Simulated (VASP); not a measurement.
# MoS2 in VASP: settings compared

MoS2 is run at these levels: PBEsol+D3(BJ), PBEsol+D4, PBE, PBEsol; tasks: single point.

Program: VASP 6.6.1. These are calculated values, not measurements. Logs are shortened: lines on timing, memory, paths and dates and some standing lists are left out, and cuts for length are marked.

**The experiment to reproduce.**

“Multiwavelength excitation Raman Scattering Analysis of bulk and 2 dimensional MoS2: Vibrational properties of atomically thin MoS2 layers”, 2015, arxiv:1506.03228 reports, for a bulk crystal of MoS2 at 300 K: band gap 1.3 eV (indirect).

How close the calculation comes is told below.

**1. The cell of the first run**

The structure is hexagonal, space group P6_3/mmc (No. 194). The conventional cell has a = 3.109 Å, b = 3.109 Å, c = 11.708 Å, α = 90.00°, β = 90.00°, γ = 120.00°. Within 3.2 Å of Mo (site symmetry -6m2) lie 6 S at 2.38 Å and 6 Mo at 3.11 Å. S (site symmetry 3m) has 3 Mo at 2.38 Å and 10 S at 3.11 to 3.27 Å within 3.3 Å.

**2. Single point, PBEsol+D3(BJ)**

Contents of INCAR:

```
SYSTEM = MoS2
ALGO = Normal
EDIFF = 1E-7
ENCUT = 520
GGA = PS
ISIF = 2
ISMEAR = -1
IVDW = 12
LASPH = .True.
LCHARG = .False.
LREAL = .False.
LWAVE = .False.
NBANDS = 35
NELM = 80
PREC = Accurate
SIGMA = 0.05
```

Contents of KPOINTS:

```
k-points
0
Gamma
  10 10 3
  0 0 0
```

Contents of POSCAR:

```
MoS2
1.0
    3.1089580959      0.0000000000      0.0000000000
   -1.5544790480      2.6924366904      0.0000000000
    0.0000000000      0.0000000000     11.7080479421
Mo S
2 4
Direct
    0.6666666667      0.3333333333      0.7500000000
    0.3333333333      0.6666666667      0.2500000000
    0.6666666667      0.3333333333      0.3835191926
    0.3333333333      0.6666666667      0.8835191926
    0.6666666667      0.3333333333      0.1164808074
    0.3333333333      0.6666666667      0.6164808074
```

Potentials or basis: VASP PAW PBE potentials, release 64 (Mo_sv, S).

The run is started by

```
> cat potpaw_PBE.64/Mo_sv/POTCAR potpaw_PBE.64/S/POTCAR > POTCAR
> mpirun -np 1 vasp_std > vasp.out
```

OUTCAR:

```text
SYSTEM = MoS2
   EDIFF = 1E-7
   ENCUT = 520
   GGA = PS
   ISIF = 2
   ISMEAR = -1
   IVDW = 12
   LASPH = .True.
   LREAL = .False.
   NELM = 80
   PREC = Accurate
 IVDW          = 12

 ion  position               nearest neighbor table
   1  0.667  0.333  0.750-   4 2.38   6 2.38   4 2.38   6 2.38   4 2.38   6 2.38
   2  0.333  0.667  0.250-   3 2.38   5 2.38   3 2.38   5 2.38   3 2.38   5 2.38
   3  0.667  0.333  0.384-   2 2.38   2 2.38   2 2.38
   4  0.333  0.667  0.884-   1 2.38   1 2.38   1 2.38
   5  0.667  0.333  0.116-   2 2.38   2 2.38   2 2.38
   6  0.333  0.667  0.616-   1 2.38   1 2.38   1 2.38

  LATTYP: Found a hexagonal cell.
 ALAT       =     3.1089580959
 C/A-ratio  =     3.7659072850

  Lattice vectors:

 A1 = (   3.1089580959,   0.0000000000,   0.0000000000)
 A2 = (  -1.5544790480,   2.6924366904,   0.0000000000)
 A3 = (   0.0000000000,   0.0000000000,  11.7080479421)

Analysis of symmetry for initial positions (statically):
=====================================================================
 Subroutine PRICEL returns:
 Original cell was already a primitive cell.

 Routine SETGRP: Setting up the symmetry group for a
 hexagonal supercell.

 Subroutine GETGRP returns: Found 24 space group operations
 (whereof 12 operations were pure point group operations)
 out of a pool of 24 trial point group operations.

The static configuration has the point symmetry D_3d.
 The point group associated with its full space group is D_6h.

Analysis of symmetry for dynamics (positions and initial velocities):
=====================================================================
 Subroutine PRICEL returns:
 Original cell was already a primitive cell.

 Routine SETGRP: Setting up the symmetry group for a
 hexagonal supercell.

 Subroutine GETGRP returns: Found 24 space group operations
 (whereof 12 operations were pure point group operations)
 out of a pool of 24 trial point group operations.

The dynamic configuration has the point symmetry D_3d.
 The point group associated with its full space group is D_6h.

 Subroutine INISYM returns: Found 24 space group operations
 (whereof 12 operations are pure point group operations),
 and found     1 'primitive' translations

----------------------------------------------------------------------------------------

                                     Primitive cell

  volume of cell :      98.0042

  direct lattice vectors                    reciprocal lattice vectors
     3.108958096  0.000000000  0.000000000     0.321651167  0.185705388  0.000000000
    -1.554479048  2.692436690  0.000000000     0.000000000  0.371410776  0.000000000
     0.000000000  0.000000000 11.708047942     0.000000000  0.000000000  0.085411335

  length of vectors
     3.108958096  3.108958096 11.708047942     0.371410776  0.371410776  0.085411335

  position of ions in fractional coordinates (direct lattice)
     0.666666667  0.333333333  0.750000000
     0.333333333  0.666666667  0.250000000
     0.666666667  0.333333333  0.383519193
     0.333333333  0.666666667  0.883519193
     0.666666667  0.333333333  0.116480807
     0.333333333  0.666666667  0.616480807

  ion indices of the primitive-cell ions
   primitive index   ion index
                 1           1
                 2           2
                 3           3
                 4           4
                 5           5
                 6           6

----------------------------------------------------------------------------------------

 KPOINTS: k-points

Automatic generation of k-mesh.
 Grid dimensions read from file:
 generate k-points for:   10   10    3

 Generating k-lattice:

  Cartesian coordinates                     Fractional coordinates (reciprocal lattice)
     0.032165117  0.018570539  0.000000000     0.100000000 -0.000000000  0.000000000
     0.000000000  0.037141078  0.000000000     0.000000000  0.100000000  0.000000000
     0.000000000  0.000000000  0.028470445     0.000000000  0.000000000  0.333333333

  Length of vectors
     0.037141078  0.037141078  0.028470445

  Shift w.r.t. Gamma in fractional coordinates (k-lattice)
     0.000000000  0.000000000  0.000000000

 Subroutine IBZKPT returns following result:
 ===========================================

 Found     28 irreducible k-points:

 Following reciprocal coordinates:
            Coordinates               Weight
  0.000000  0.000000  0.000000      1.000000
  0.100000  0.000000  0.000000      6.000000
  0.200000  0.000000  0.000000      6.000000
  0.300000  0.000000  0.000000      6.000000
  0.400000 -0.000000  0.000000      6.000000
  0.500000  0.000000  0.000000      3.000000
[... 16 lines left out ...]
  0.300000  0.100000  0.333333     24.000000
  0.400000  0.100000  0.333333     24.000000
 [... further k-points ...]
   k-points           NKPTS =     28   k-points in BZ     NKDIM =     28   number of bands    NBANDS=     35
   number of dos      NEDOS =    301   number of ions     NIONS =      6
   total plane-waves  NPLWV =  51840
   dimension x,y,z NGX =    24 NGY =   24 NGZ =   90
   dimension x,y,z NGXF=    48 NGYF=   48 NGZF=  180
   ions per type =               2   4
   NGX,Y,Z   is equivalent  to a cutoff of  12.83, 12.83, 12.78 a.u.
   NGXF,Y,Z  is equivalent  to a cutoff of  25.67, 25.67, 25.56 a.u.
 SYSTEM =  MoS2
   PREC   = accura    normal or accurate (medium, high low for compatibility)
   ISTART =      0    job   : 0-new  1-cont  2-samecut
   ICHARG =      2    charge: 1-file 2-atom 10-const
   ISPIN  =      1    spin polarized calculation?
   LNONCOLLINEAR =      F non collinear calculations
   LSORBIT =      F    spin-orbit coupling
   LASPH  =      T    aspherical Exc in radial PAW
   ENCUT  =  520.0 eV  38.22 Ry    6.18 a.u.   5.78  5.78 21.77*2*pi/ulx,y,z
   NELM   =     80;   NELMIN=  2; NELMDL= -5     # of ELM steps
   EDIFF  = 0.1E-06   stopping-criterion for ELM
   LREAL  =      F    real-space projection
   EDIFFG = 0.1E-05   stopping-criterion for IOM
   NSW    =      0    number of steps for IOM
   IBRION =     -1    ionic relax: 0-MD 1-quasi-New 2-CG
   NFREE  =      0    steps in history (QN), initial steepest desc. (CG)
   ISIF   =      2    stress and relaxation
   ISYM   =      2    0-nonsym 1-usesym 2-fastsym
   POTIM  = 0.5000    time-step for ionic-motion
   TEBEG  =    0.0;   TEEND  =   0.0 temperature during run
   PSTRESS=    0.0 pullay stress
   NELECT =      52.0000    total number of electrons
   NUPDOWN=      -1.0000    fix difference up-down
   EMIN   =  10.00;   EMAX   =-10.00  energy-range for DOS
   EFERMI =   0.00;   METHOD = LEGACY
   ISMEAR =    -1;   SIGMA  =   0.05  broadening in eV -4-tet -1-fermi 0-gaus
   EFERMI_NEDOS =   21; number of points for ismear=-14 and -15
   IALGO  =     38    algorithm
   IMIX   =      4    mixing-type and parameters
     AMIX     =   0.40;   BMIX     =  1.00
     AMIX_MAG =   1.60;   BMIX_MAG =  1.00
  volume/ion in A,a.u.               =      16.33       110.23
  Fermi-wavevector in a.u.,A,eV,Ry     =   1.325341  2.504531 23.899028  1.756529
  Thomas-Fermi vector in A             =   2.454809
   LORBIT       =      0    0 simple, 1 ext, 2 COOP (PROOUT), +10 PAW based schemes
   GGA     = PS    functional components
   LHFCALC =     F    Hartree Fock is set to
   AEXX    =    0.0000 exact exchange contribution
   IVDW    =    12    specifies the selected vdW correction
   LEPSILON=     F    determine dielectric tensor
   LRPA    =     F    only Hartree local field effects (RPA)
 non-spin polarized calculation
  energy-cutoff  :      520.00
  volume of cell :       98.00
 maximum number of plane-waves:      2656
 NGX is ok and might be reduce to    24
   NGX = 11   NGY = 11   NGZ = 43

 number of electron      52.0000003 magnetization

 Free energy of the ion-electron system (eV)
  ---------------------------------------------------
  ext. energy  EPLUGINS =         0.00000000
  ---------------------------------------------------
  free energy    TOTEN  =       -46.80427128 eV

  energy without entropy =      -46.80423281  energy(sigma->0) =      -46.80425204

 E-fermi :   9.0255     XC(G=0): -11.5352

 val. band max:        8.7731410201   @ k =   0.0000   0.0000   0.0000
 cond. band min:       9.3653121414   @ k =   0.2000   0.2000   0.0000
 fundamental gap:      0.5921711213
 Fermi energy:         9.0254562182

 k-point     1 :       0.0000    0.0000    0.0000
  band No.  band energies     occupation
      1     -52.7522      2.00000
      2     -52.7522      2.00000
      3     -26.9881      2.00000
      4     -26.9878      2.00000
      5     -26.6865      2.00000
      6     -26.6865      2.00000
[... 27 lines left out ...]
     34      11.2667      0.00000
     35      14.4156      0.00000

 k-point     2 :       0.1000    0.0000    0.0000
  band No.  band energies     occupation
      1     -52.7472      2.00000
      2     -52.7472      2.00000
      3     -26.9787      2.00000
      4     -26.9784      2.00000
      5     -26.7338      2.00000
      6     -26.7338      2.00000
[... 27 lines left out ...]
     34      11.1879      0.00000
     35      15.1426      0.00000

 k-point     3 :       0.2000    0.0000    0.0000
  band No.  band energies     occupation
      1     -52.7343      2.00000
      2     -52.7342      2.00000
      3     -26.9539      2.00000
      4     -26.9537      2.00000
      5     -26.8561      2.00000
      6     -26.8561      2.00000
[... 27 lines left out ...]
     34      11.8220      0.00000
     35      16.1820      0.00000

 k-point     4 :       0.3000    0.0000    0.0000
  band No.  band energies     occupation
      1     -52.7182      2.00000
      2     -52.7182      2.00000
      3     -27.0042      2.00000
      4     -27.0042      2.00000
      5     -26.9232      2.00000
      6     -26.9230      2.00000
[... 27 lines left out ...]
     34      12.3787      0.00000
     35      15.6044      0.00000

 k-point     5 :       0.4000   -0.0000    0.0000
  band No.  band energies     occupation
      1     -52.7051      2.00000
      2     -52.7051      2.00000
      3     -27.1216      2.00000
      4     -27.1216      2.00000
      5     -26.8982      2.00000
      6     -26.8981      2.00000
[... 638 lines left out ...]
 k-point    22 :       0.2000    0.1000    0.3333
  band No.  band energies     occupation
      1     -52.7237      2.00000
      2     -52.7237      2.00000
      3     -26.9419      2.00000
      4     -26.9419      2.00000
      5     -26.9338      2.00000
      6     -26.9337      2.00000
[... 27 lines left out ...]
     34      12.3648      0.00000
     35      16.2504      0.00000

 k-point    23 :       0.3000    0.1000    0.3333
  band No.  band energies     occupation
      1     -52.7091      2.00000
      2     -52.7091      2.00000
      3     -27.0659      2.00000
      4     -27.0659      2.00000
      5     -26.9059      2.00000
      6     -26.9058      2.00000
[... 27 lines left out ...]
     34      12.6844      0.00000
     35      15.2606      0.00000

 k-point    24 :       0.4000    0.1000    0.3333
  band No.  band energies     occupation
      1     -52.7001      2.00000
      2     -52.7001      2.00000
      3     -27.1414      2.00000
      4     -27.1414      2.00000
      5     -26.8886      2.00000
      6     -26.8886      2.00000
[... 27 lines left out ...]
     34      12.5845      0.00000
     35      14.5522      0.00000

 [... further k-points ...]

------------------------ aborting loop because EDIFF is reached ----------------------------------------

 Edisp (eV)   -2.41494

 E8    (eV) :    -1.5174

  FORCE on cell =-STRESS in cart. coord.  units (eV):
  Direction    XX          YY          ZZ          XY          YZ          ZX
  --------------------------------------------------------------------------------------
  -------------------------------------------------------------------------------------
  Total      -0.00583    -0.00583    -0.02538     0.00000     0.00000     0.00000
  in kB      -0.09536    -0.09536    -0.41485     0.00000     0.00000     0.00000
  external pressure =       -0.20 kB  Pullay stress =        0.00 kB

 VOLUME and BASIS-vectors are now :
 -----------------------------------------------------------------------------
  energy-cutoff  :      520.00
  volume of cell :       98.00
      direct lattice vectors                 reciprocal lattice vectors
     3.108958096  0.000000000  0.000000000     0.321651167  0.185705388  0.000000000
    -1.554479048  2.692436690  0.000000000     0.000000000  0.371410776  0.000000000
     0.000000000  0.000000000 11.708047942     0.000000000  0.000000000  0.085411335

 POSITION                                       TOTAL-FORCE (eV/Angst)
 -----------------------------------------------------------------------------------
      1.55448      0.89748      8.78104         0.000000     -0.000000      0.000000
     -0.00000      1.79496      2.92701        -0.000000      0.000000      0.000000
      1.55448      0.89748      4.49026         0.000000      0.000000     -0.002944
     -0.00000      1.79496     10.34429         0.000000     -0.000000     -0.002944
      1.55448      0.89748      1.36376        -0.000000     -0.000000      0.002944
     -0.00000      1.79496      7.21779        -0.000000     -0.000000      0.002944
 -----------------------------------------------------------------------------------
    total drift:                               -0.000000      0.000000     -0.000000

  FREE ENERGIE OF THE ION-ELECTRON SYSTEM (eV)
  ---------------------------------------------------
  free  energy   TOTEN  =       -49.2192086738 eV

  energy  without entropy=      -49.2191702113  energy(sigma->0) =      -49.21918944
```

Run time: 2.5 min. Hardware: 1 thread of Intel Xeon 8259CL, shared host; peak memory 0.26 GiB.

Results:

| Quantity | Value |
| --- | --- |
| Free energy | -49.2192 eV |
| Pressure | 0.0 GPa |
| Band gap on the k mesh | 0.59 eV (least direct gap 1.97 eV) |
| Dispersion energy per atom | -0.402 eV |

Forces in eV/Å, atoms in the order of the input:
```
Mo   0.000  0.000  0.000
Mo   0.000  0.000  0.000
S    0.000  0.000 -0.003
S    0.000  0.000 -0.003
S    0.000  0.000  0.003
S    0.000  0.000  0.003
```

Caveat: semilocal functionals underestimate gaps, and a narrow one can read as zero; the PAW data sets were made with another functional, which shifts forces and pressure a little.

**3. Single point, PBEsol+D4**

This run uses another cell than the first one, of 16.78 Å³/atom.

Contents of INCAR:

```
PREC     = Accurate       # precision mode
ENCUT    = 520            # plane-wave cutoff, eV
EDIFF    = 1E-6           # SCF threshold, eV
ISMEAR   = -1             # smearing method
SIGMA    = 0.05           # smearing width, eV
LREAL    = F              # projectors in reciprocal space
LASPH    = T              # aspherical terms in the spheres
NELM     = 60             # most SCF steps
ALGO     = Normal         # electronic algorithm
ISIF     = 2              # what is computed and relaxed
LWAVE    = F              # write WAVECAR
LCHARG   = F              # write CHGCAR
GGA      = PS             # functional
IVDW     = 13             # dispersion correction
NBANDS   = 35             # bands
```

Contents of KPOINTS:

```
regular mesh
0
Gamma
  10 10 3
```

Contents of POSCAR:

```
MoS2
1.0
    3.1225489171      0.0000000000      0.0000000000
   -1.5612744585      2.7042066868      0.0000000000
    0.0000000000      0.0000000000     11.9262334159
Mo S
2 4
Direct
    0.6666666667      0.3333333333      0.7500000000
    0.3333333333      0.6666666667      0.2500000000
    0.6666666667      0.3333333333      0.3809127041
    0.3333333333      0.6666666667      0.8809127041
    0.6666666667      0.3333333333      0.1190872959
    0.3333333333      0.6666666667      0.6190872959
```

Potentials or basis: VASP PAW PBE potentials, release 64 (Mo_sv, S).

The run is started by

```
> cat potpaw_PBE.64/Mo_sv/POTCAR potpaw_PBE.64/S/POTCAR > POTCAR
> mpirun -np 1 vasp_std > vasp.out
```

It took 2.5 min on 1 thread of Intel Xeon 8259CL, shared host; peak memory 0.26 GiB.

Results (log left out):

| Property | Result |
| --- | --- |
| Free energy | -48.4146 eV |
| Pressure | 0.0 GPa |
| Band gap on the k mesh | 0.72 eV (least direct gap 1.96 eV) |
| Dispersion energy per atom | -0.259 eV |

Forces on the atoms (eV/Å):
```
Mo   0.000  0.000  0.000
Mo   0.000  0.000  0.000
S    0.000  0.000 -0.003
S    0.000  0.000 -0.003
S    0.000  0.000  0.003
S    0.000  0.000  0.003
```

Levels at points of the mesh, in eV from the valence-band top:
```csv
k point,band 22,band 23,band 24,band 25,band 26,band 27,band 28,band 29,band 30,band 31
"(0.00, 0.00, 0.00)",-2.20,-2.20,-1.45,-1.06,0.00,2.11,2.11,2.15,2.15,2.25
"(0.50, 0.00, 0.00)",-2.64,-1.82,-1.60,-1.52,-1.43,1.65,1.72,1.99,2.37,2.77
```

Caveat: semilocal functionals underestimate gaps, and a narrow one can read as zero; the PAW data sets were made with another functional, which shifts forces and pressure a little.

**4. Single point, PBE**

This run uses another cell than the first one, of 17.86 Å³/atom.

Contents of INCAR:

```
SYSTEM = MoS2
PREC = Accurate
ENCUT = 520
EDIFF = 1E-7
ISMEAR = -1
SIGMA = 0.1
LREAL = .False.
LASPH = .True.
NELM = 80
ALGO = Normal
ISIF = 2
LWAVE = .False.
LCHARG = .True.
GGA = PE
LELF = .True.
LVHAR = .True.
NBANDS = 35
```

Contents of KPOINTS:

```
regular mesh
0
Gamma
  8 8 2
  0 0 0
```

Contents of POSCAR:

```
MoS2
1.0
    3.1690000000      0.0000000000      0.0000000000
   -1.5845000000      2.7444345046      0.0000000000
    0.0000000000      0.0000000000     12.3240000000
Mo S
2 4
Direct
    0.6666666667      0.3333333333      0.7500000000
    0.3333333333      0.6666666667      0.2500000000
    0.6666666667      0.3333333333      0.3770000000
    0.3333333333      0.6666666667      0.8770000000
    0.6666666667      0.3333333333      0.1230000000
    0.3333333333      0.6666666667      0.6230000000
```

The run is started by

```
> cat potpaw_PBE.64/Mo_sv/POTCAR potpaw_PBE.64/S/POTCAR > POTCAR
> mpirun -np 1 vasp_std > vasp.out
```

Run time: 2.1 min. Hardware: 1 thread of Intel Xeon 8259CL, shared host; peak memory 0.25 GiB.

Results (log left out):

- Free energy: -43.6137 eV
- Pressure: 1.9 GPa
- Largest force: 0.078 eV/Å
- Band gap on the k mesh: 0.99 eV (least direct gap 1.94 eV)

Forces in eV/Å, atoms in the order of the input:
```
Mo   0.000  0.000  0.000
Mo   0.000  0.000  0.000
S    0.000  0.000 -0.078
S    0.000  0.000 -0.078
S    0.000  0.000  0.078
S    0.000  0.000  0.078
```

Stress tensor (GPa, compression positive):
```
1.75 0.00 0.00
0.00 1.75 0.00
0.00 0.00 2.11
```

Levels at points of the mesh, in eV from the valence-band top:
```csv
k point,band 23,band 24,band 25,band 26,band 27,band 28,band 29,band 30
"(0.00, 0.00, 0.00)",-2.12,-1.18,-1.14,0.00,2.11,2.11,2.14,2.14
"(0.50, 0.00, 0.00)",-1.72,-1.52,-1.39,-1.27,1.61,1.66,2.01,2.27
"(0.00, 0.00, 0.50)",-2.14,-2.14,-0.26,-0.26,2.11,2.11,2.11,2.11
"(0.50, 0.00, 0.50)",-1.62,-1.62,-1.32,-1.32,1.63,1.63,2.15,2.15
```

Caveat: this functional lacks dispersion, which binds layers or chains, so the pressure and a relaxed spacing across them are unreliable. A k mesh can miss the band edges.

[end of part 1 of 2]
